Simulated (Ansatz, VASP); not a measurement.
**One calculation of Ni, two programs**

```
CELL_PARAMETERS angstrom
3.99193 0.00000 0.00000
-1.99596 3.45711 0.00000
0.00000 0.00000 2.41922
ATOMIC_POSITIONS crystal
Ni 0.00000 0.00000 0.00000
Ni 0.33333 0.66667 0.50000
Ni 0.66667 0.33333 0.50000
```

Alike in both runs: functional PBE; k mesh 9 × 9 × 12; occupations fermi-dirac, width 0.08 eV; collinear spin.

Ansatz relaxed the structure, and its values are those at the end. VASP's run is a single point on that final structure, the one shown.

|  | VASP | Ansatz |
| --- | --- | --- |
| version | VASP 6.6.1 | Ansatz 0.2.0 |
| potentials or method | VASP PAW PBE potentials, release 64 (Ni) | PAW with Ansatz's default frozen-core files, scalar-relativistic |
| plane-wave cutoff (eV) | 520 | 420 |
| valence electrons in the cell | 30 | 54 |

VASP gave:

| Quantity | Value |
| --- | --- |
| pressure (GPa) | -0.1 |
| net moment per atom (μB) | 0.61 |
| size of the moment on the site where the two differ most (μB) | 0.59 |

**Question.** Which values does Ansatz return?

**Answer.** Pressure (GPa): 0.0; net moment per atom (μB): 0.63; size of the moment on the site where the two differ most (μB): 0.64.

Site moments also hang on the region over which each program counts them. With one functional, cell and mesh, what is left measures potentials, basis and numerics. VASP's potentials hold 30 valence electrons a cell and Ansatz's 54, so a difference there can come from the potentials and not from the codes.
